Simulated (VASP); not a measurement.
Tl3Sb2Mo, 6 atoms in the cell. Symmetry: R-3m, No. 166, trigonal system. Conventional cell: a = 6.070 Å, b = 6.070 Å, c = 17.661 Å, α = 90.00°, β = 90.00°, γ = 120.00°. Tl (site symmetry 2/m) has 2 Mo at 3.04 Å and 4 Tl at 3.04 Å and 6 Sb at 3.69 to 4.02 Å within 4.1 Å. Within 3.7 Å of Sb (site symmetry 3m) lie 1 Mo at 2.64 Å and 3 Sb at 3.56 Å and 3 Tl at 3.69 Å. Mo (site symmetry -3m) has 2 Sb at 2.64 Å and 6 Tl at 3.04 Å within 3.5 Å. The cell was generated, and may not be a known phase.

| Item | Value |
| --- | --- |
| Program | VASP 6.6.1 |
| Task | single point |
| Functional | PBE |
| Potentials or basis | VASP PAW PBE potentials, release 64 (Tl_d, Sb, Mo_sv) |
| Cutoff | 520 eV |
| k mesh | 3 × 3 × 3 |
| Occupations | gaussian, width 0.1 eV |
| Spin | no spin polarisation |
| Dipole correction | no |
| Further INCAR settings | ALGO = Normal; EDIFF = 1e-07; NBANDS = 40 |

Potentials or basis: VASP PAW PBE potentials, release 64 (Tl_d, Sb, Mo_sv).

Command:

```bash
$ cat potpaw_PBE.64/Tl_d/POTCAR potpaw_PBE.64/Sb/POTCAR potpaw_PBE.64/Mo_sv/POTCAR > POTCAR
$ mpirun -np 1 vasp_std > vasp.out
```

Hardware: 1 thread of Intel(R) Xeon(R) 6975P-C (Granite Rapids) (shared host).

Question: Estimate the wall time of this run.

Answer: It took 51 s on 1 thread of Intel(R) Xeon(R) 6975P-C (Granite Rapids), on a shared host, peak memory 0.4 GiB. Counts: scf iterations 17, k points 6.
